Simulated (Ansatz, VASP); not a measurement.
# Sr: VASP beside Ansatz

```xyz
2
Lattice="3.0191 3.0191 0.0000 -3.0191 3.0191 0.0000 0.0000 0.0000 6.0383" Properties=species:S:1:pos:R:3 pbc="T T T"
Sr    0.0000    0.0000    0.0000
Sr    0.0000    3.0191    3.0191
```

Alike in both runs: task single point; functional PBE; k mesh 9 × 9 × 6; occupations fermi-dirac, width 0.05 eV; no spin polarisation.

```csv
,VASP,Ansatz
version,VASP 6.6.1,Ansatz 0.2.0
potentials or method,"VASP PAW PBE potentials, release 64 (Sr_sv), cutoff 520 eV","all-electron LAPW, scalar-relativistic"
```

|  | VASP | Ansatz | Ansatz less VASP |
| --- | --- | --- | --- |
| pressure (GPa) | -0.1 | -0.1 | 0.00 |

Ansatz ran all-electron here, and VASP with PAW potentials.
